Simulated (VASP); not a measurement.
N: single point with PBEsol

N:

```xyz
4
Lattice="4.5006 0.0000 0.0000 -2.2503 3.8976 0.0000 0.0000 0.0000 7.2862" Properties=species:S:1:pos:R:3 pbc="T T T"
N     0.0000    2.5984    2.3967
N     0.0000    2.5984    1.2465
N     2.2503    1.2992    6.0398
N     2.2503    1.2992    4.8896
```

This cell differs from its parent crystal: strain +0.080 along x and y, +0.040 along z.

```yaml
Program: VASP 6.6.1
Task: single point
Functional: PBEsol
Potentials_or_basis: VASP PAW PBE potentials, release 64 (N)
Cutoff: 520 eV
k_mesh: 6 × 6 × 4
Occupations: gaussian, width 0.05 eV
Spin: no spin polarisation
Dipole_correction: no
Further_INCAR_settings: ALGO = Normal; EDIFF = 1e-07; NBANDS = 18
```

The pressure is -5.0 GPa and the largest force is 5.072 eV/Å. The band gap on the k mesh is 6.79 eV, indirect (least direct gap 7.02 eV).

Forces in eV/Å, atoms in the order of the input:
```
N    0.000  0.000 -5.072
N    0.000  0.000  5.072
N    0.000  0.000 -5.072
N    0.000  0.000  5.072
```

Stress tensor (GPa, compression positive):
```
 -0.07   0.00   0.00
  0.00  -0.07   0.00
  0.00   0.00 -14.77
```

Levels at points of the mesh, in eV from the valence-band top:
| k point | band 6 | band 7 | band 8 | band 9 | band 10 | band 11 | band 12 | band 13 | band 14 | band 15 |
| --- | --- | --- | --- | --- | --- | --- | --- | --- | --- | --- |
| (0.00, 0.00, 0.00) | -1.42 | -1.34 | -1.34 | -0.75 | 0.00 | 7.25 | 7.25 | 7.61 | 7.61 | 9.67 |
| (0.50, 0.00, 0.00) | -1.52 | -1.48 | -1.36 | -0.40 | -0.16 | 6.88 | 7.06 | 7.37 | 7.69 | 11.09 |
| (0.00, 0.00, 0.50) | -1.38 | -1.38 | -1.38 | -0.36 | -0.36 | 7.42 | 7.42 | 7.42 | 7.42 | 9.91 |
| (0.50, 0.00, 0.50) | -1.53 | -1.42 | -1.42 | -0.31 | -0.31 | 7.13 | 7.13 | 7.36 | 7.36 | 11.72 |

It took 18 s on 1 thread of Intel(R) Xeon(R) 6975P-C (Granite Rapids), with other jobs on the host, peak memory 0.24 GiB.

Caveat: the cell differs from its parent crystal (strain +0.080 along x and y, +0.040 along z); the standard files for N, O and F lose accuracy on very short bonds; the PAW data sets were made with another functional, which shifts forces and pressure a little. A k mesh can miss the band edges.
